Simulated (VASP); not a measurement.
# In2Sb2Cl in VASP: settings compared, part 2 of 2

VASP 6.6.1. Earlier steps stand in the parts before.

## 3. Single point, PBE+D3(BJ)

Input file INCAR:

```
ALGO     = Normal         # electronic algorithm
DIPOL    = 0.5 0.5 0.342
EDIFF    = 1E-6           # SCF threshold, eV
ENCUT    = 520            # plane-wave cutoff, eV
GGA      = PE             # functional
IDIPOL   = 3            
ISIF     = 2              # what is computed and relaxed
ISMEAR   = 0              # smearing method
IVDW     = 12             # dispersion correction
LASPH    = T              # aspherical terms in the spheres
LCHARG   = F              # write CHGCAR
LDIPOL   = T            
LREAL    = F              # projectors in reciprocal space
LWAVE    = F              # write WAVECAR
NBANDS   = 30             # bands
NELM     = 60             # most SCF steps
PREC     = Accurate       # precision mode
SIGMA    = 0.1            # smearing width, eV
```

Input file KPOINTS:

```
k-points
0
Gamma
  6 6 1
```

Input file POSCAR:

```
In2Sb2Cl
1.0
    4.6293886023      0.0000000000      0.0000000000
   -2.3146943012      4.0091681336      0.0000000000
    0.0000000000      0.0000000000     22.0151773295
Sb In Cl
2 2 1
Direct
    0.0000000000      0.0000000000      0.1816928358
    0.3333333333      0.6666666667      0.3609342971
    0.3333333333      0.6666666667      0.2246164052
    0.6666666667      0.3333333333      0.3958713209
    0.7777777778      0.5555555556      0.5457679105
```

Potentials or basis: VASP PAW PBE potentials, release 64 (Sb, In_d, Cl).

Command:

```bash
> cat potpaw_PBE.64/Sb/POTCAR potpaw_PBE.64/In_d/POTCAR potpaw_PBE.64/Cl/POTCAR > POTCAR
> mpirun -np 1 vasp_std > vasp.out
```

Run time: 5 min. Hardware: 1 thread of Intel Xeon Platinum 8375C at 2.90GHz (Ice Lake), shared host; peak memory 0.61 GiB.

The run converged. Its results:

| Quantity | Value |
| --- | --- |
| Free energy | -15.1869 eV |
| Largest force | 1.340 eV/Å |
| Dispersion energy per atom | -0.199 eV |

Forces in eV/Å, atoms in the order of the input:
```
Sb   0.000  0.001 -0.122
Sb   0.000  0.015 -0.385
In   0.000  0.001  0.398
In   0.000  0.237  1.319
Cl   0.000 -0.255 -1.210
```

Levels at points of the mesh, in eV from the Fermi level:
| k point | band 19 | band 20 | band 21 | band 22 | band 23 | band 24 | band 25 | band 26 |
| --- | --- | --- | --- | --- | --- | --- | --- | --- |
| (0.00, 0.00, 0.00) | 0.00 | 0.01 | 0.26 | 0.27 | 0.72 | 1.10 | 3.32 | 3.85 |
| (0.50, 0.00, 0.00) | -0.76 | -0.42 | -0.25 | -0.09 | 1.45 | 1.98 | 2.57 | 3.40 |
| (0.00, 0.50, 0.00) | -0.79 | -0.42 | -0.17 | -0.09 | 1.50 | 1.97 | 2.46 | 3.41 |

Caveat: spin-orbit coupling is left out, which moves the levels of the heavy elements; an odd number of electrons without spin polarisation forces a metal; a magnetic or distorted state may lie lower.

## 4. Single point, PBE+D3(BJ)

Input file INCAR:

```
SYSTEM = In2Sb2Cl
  ALGO = Normal
  DIPOL = 0.5 0.5 0.342
  EDIFF = 1E-6
  ENCUT = 520
  GGA = PE
  IDIPOL = 3
  ISIF = 2
  ISMEAR = 0
  IVDW = 12
  LASPH = .TRUE.
  LCHARG = .FALSE.
  LDIPOL = .TRUE.
  LREAL = .FALSE.
  LWAVE = .FALSE.
  NBANDS = 30
  NELM = 80
  PREC = Accurate
  SIGMA = 0.1
```

Input file KPOINTS:

```
k-points
0
G
  6 6 1
  0 0 0
```

Edit POSCAR of step 3 so:

```diff
@@ -12,2 +12,2 @@
     0.6666666667      0.3333333333      0.3958713209
-    0.7777777778      0.5555555556      0.5457679105
+    0.8888888889      0.4444444444      0.5457679105
```

Potentials or basis: VASP PAW PBE potentials, release 64 (Sb, In_d, Cl).

Command:

```bash
> cat potpaw_PBE.64/Sb/POTCAR potpaw_PBE.64/In_d/POTCAR potpaw_PBE.64/Cl/POTCAR > POTCAR
> mpirun -np 1 vasp_std > vasp.out
```

OUTCAR:

```text
SYSTEM = In2Sb2Cl
   EDIFF = 1E-6
   ENCUT = 520
   GGA = PE
   ISIF = 2
   ISMEAR = 0
   IVDW = 12
   LASPH = .TRUE.
   LREAL = .FALSE.
   NELM = 80
   PREC = Accurate
 IVDW          = 12

 ion  position               nearest neighbor table
   1  0.000  0.000  0.182-   3 2.83   3 2.83   3 2.83
   2  0.333  0.667  0.361-   4 2.78   4 2.78   4 2.78   3 3.00
   3  0.333  0.667  0.225-   1 2.83   1 2.83   1 2.83   2 3.00
   4  0.667  0.333  0.396-   2 2.78   2 2.78   2 2.78
   5  0.889  0.444  0.546-
[... 628 lines left out ...]
  --------------------------------------------------------------------------------------
  -------------------------------------------------------------------------------------
  Total       0.12323     0.14417    -4.68840    -0.01814    -0.43460    -0.75275
  in kB       0.48318     0.56531   -18.38379    -0.07113    -1.70413    -2.95164
  external pressure =       -5.78 kB  Pullay stress =        0.00 kB

 VOLUME and BASIS-vectors are now :
 -----------------------------------------------------------------------------
  energy-cutoff  :      520.00
  volume of cell :      408.60
      direct lattice vectors                 reciprocal lattice vectors
     4.629388602  0.000000000  0.000000000     0.216011246  0.124714151  0.000000000
    -2.314694301  4.009168134  0.000000000     0.000000000  0.249428302  0.000000000
     0.000000000  0.000000000 22.015177329     0.000000000  0.000000000  0.045423209

 POSITION                                       TOTAL-FORCE (eV/Angst)
 -----------------------------------------------------------------------------------
      0.00000      0.00000      4.00000         0.002042      0.001179     -0.113258
     -0.00000      2.67278      7.94603         0.026391      0.015237     -0.375728
     -0.00000      2.67278      4.94497         0.000871      0.000503      0.388617
      2.31469      1.33639      8.71518         0.188662      0.108924      1.319700
      3.08626      1.78185     12.01518        -0.217966     -0.125843     -1.219331
 -----------------------------------------------------------------------------------
    total drift:                                0.000254      0.000146     -0.000790

  FREE ENERGIE OF THE ION-ELECTRON SYSTEM (eV)
  ---------------------------------------------------
  free  energy   TOTEN  =       -15.1881399994 eV

  energy  without entropy=      -15.1199711687  energy(sigma->0) =      -15.15405558

 vacuum level on the upper side and lower side of the slab         5.695         2.539
```

stdout:

```text
POSCAR found type information on POSCAR SbInCl
 POSCAR found :  3 types and       5 ions
 scaLAPACK will be used
 LDA part: xc-table for (Slater+PW92), standard interpolation
 POSCAR, INCAR and KPOINTS ok, starting setup
 FFT: planning ... GRIDC
 FFT: planning ... GRID_SOFT
 FFT: planning ... GRID
 WAVECAR not read
 entering main loop
```

Wall time 5 min (1 thread of Intel Xeon Platinum 8375C at 2.90GHz (Ice Lake), shared host); peak memory 0.61 GiB.

Results:

```yaml
Free_energy: -15.1881 eV
Largest_force: 1.338 eV/Å
Dispersion_energy_per_atom: -0.199 eV
```

Forces in eV/Å, atoms in the order of the input:
```
Sb   0.002  0.001 -0.113
Sb   0.026  0.015 -0.376
In   0.001  0.001  0.389
In   0.189  0.109  1.320
Cl  -0.218 -0.126 -1.219
```

Levels at points of the mesh, in eV from the Fermi level:
```tsv
k point	band 18	band 19	band 20	band 21	band 22	band 23	band 24	band 25	band 26	band 27
(0.00, 0.00, 0.00)	-0.24	-0.01	0.01	0.26	0.26	0.72	1.10	3.31	3.84	3.85
(0.50, 0.00, 0.00)	-0.84	-0.77	-0.41	-0.28	-0.08	1.43	1.97	2.61	3.37	5.43
(0.00, 0.50, 0.00)	-0.85	-0.77	-0.43	-0.19	-0.09	1.47	1.97	2.48	3.41	5.43
```

Caveat: spin-orbit coupling is left out, which moves the levels of the heavy elements; an odd number of electrons without spin polarisation forces a metal; a magnetic or distorted state may lie lower.

## 5. Single point, PBE+D4

Input file INCAR:

```
ALGO = Normal
DIPOL = 0.5 0.5 0.342
EDIFF = 1E-7
ENCUT = 520
GGA = PE
IDIPOL = 3
ISIF = 2
ISMEAR = 0
ISYM = 0
IVDW = 13
LASPH = True
LCHARG = False
LDIPOL = True
LREAL = False
LWAVE = False
NBANDS = 30
NELM = 100
PREC = Accurate
SIGMA = 0.1
```

Input file KPOINTS:

```
Automatic mesh
0
Gamma
  6 6 1
  0.5 0.5 0
```

Edit POSCAR of step 4 so:

```diff
@@ -12,2 +12,2 @@
     0.6666666667      0.3333333333      0.3958713209
-    0.8888888889      0.4444444444      0.5457679105
+    1.1111111111      0.5555555556      0.5457679105
```

Command:

```bash
> cat potpaw_PBE.64/Sb/POTCAR potpaw_PBE.64/In_d/POTCAR potpaw_PBE.64/Cl/POTCAR > POTCAR
> mpirun -np 1 vasp_std > vasp.out
```

Wall time 22 min (1 thread of Intel Xeon Platinum 8375C at 2.90GHz (Ice Lake), shared host); peak memory 0.92 GiB.

The run converged. Its results:

```yaml
Free_energy: -15.0796 eV
Largest_force: 0.896 eV/Å
Dispersion_energy_per_atom: -0.220 eV
```

Forces on the atoms (eV/Å):
```
Sb   0.004  0.002 -0.033
Sb   0.018  0.010 -0.227
In   0.005  0.003  0.261
In   0.153  0.089  0.871
Cl  -0.179 -0.104 -0.872
```

Levels at points of the mesh, in eV from the Fermi level:
```tsv
k point	band 18	band 19	band 20	band 21	band 22	band 23	band 24	band 25	band 26	band 27
(0.08, 0.08, 0.00)	-0.56	-0.13	-0.09	-0.04	0.00	1.50	2.12	3.04	3.61	3.99
```

Caveat: spin-orbit coupling is left out, which moves the levels of the heavy elements; an odd number of electrons without spin polarisation forces a metal; a magnetic or distorted state may lie lower.
